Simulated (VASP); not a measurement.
Runs of VASP 6.6.1 on AlN (vib). The structure is that of space group Fm-3m (No. 225), or close to it. The cells are those of the table. 

```csv
task,cell,smearing,gap on the mesh (eV),pressure (GPa),relaxed volume (Å³/atom)
relaxation of cell and atoms,"relaxed from a = 2.877 Å, angles 60.0°, 2 atoms",gaussian 0.1 eV,4.67,-0.1,8.08
single point,"a = 2.835 Å, angles 60.0°, 2 atoms",gaussian 0.1 eV,4.71,(a),-
single point,"a = 2.836 Å, angles 60.0°, 2 atoms",gaussian 0.02 eV,4.70,0.7,-
relaxation of cell and atoms,"relaxed from a = 2.835 Å, angles 60.0°, 2 atoms",gaussian 0.02 eV,4.67,0.0,8.08
single point,"a = 2.877 Å, angles 60.0°, 2 atoms",gaussian 0.1 eV,(b),-10.6,-
```

Alike in all rows: level LDA; potentials or basis VASP PAW LDA potentials, release 64 (Al, N); no spin polarisation; k mesh 8 × 8 × 8; cutoff (eV) 600.

Estimate the missing entries.

(a) 0.9; (b) 4.28.

A k mesh can miss the band edges.
